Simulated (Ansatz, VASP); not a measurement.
# One calculation of TaN, two programs

```
Ta N
1.0
     5.19100    0.00000    0.00000
    -2.59550    4.49554    0.00000
     0.00000    0.00000    2.90800
Ta N
3 3
Direct
  0.00000 0.00000 0.00000
  0.33333 0.66667 0.50000
  0.66667 0.33333 0.50000
  0.50000 0.00000 0.00000
  0.50000 0.50000 0.00000
  0.00000 0.50000 0.00000
```

Alike in both runs: task single point; functional PBEsol; k mesh 5 × 5 × 8; no spin polarisation.

|  | VASP | Ansatz |
| --- | --- | --- |
| version | VASP 6.6.1 | Ansatz 0.2.0 |
| potentials or method | VASP PAW PBE potentials, release 64 (Ta_pv, N), cutoff 520 eV | plane waves, PAW |
| occupations | fermi-dirac, width 0.1 eV | fermi-dirac |
| valence electrons in the cell | 48 | 54 |

```csv
,VASP,Ansatz,Ansatz less VASP
pressure (GPa),1.8,0.9,-0.93
"traceless stress, the component that is largest in VASP (GPa)",-0.24,-0.46,-0.219
```

VASP's potentials were made for PBE, not for PBEsol. VASP's potentials hold 48 valence electrons a cell and Ansatz's 54, so a difference there can come from the potentials and not from the codes.

Spin-orbit coupling is off throughout.
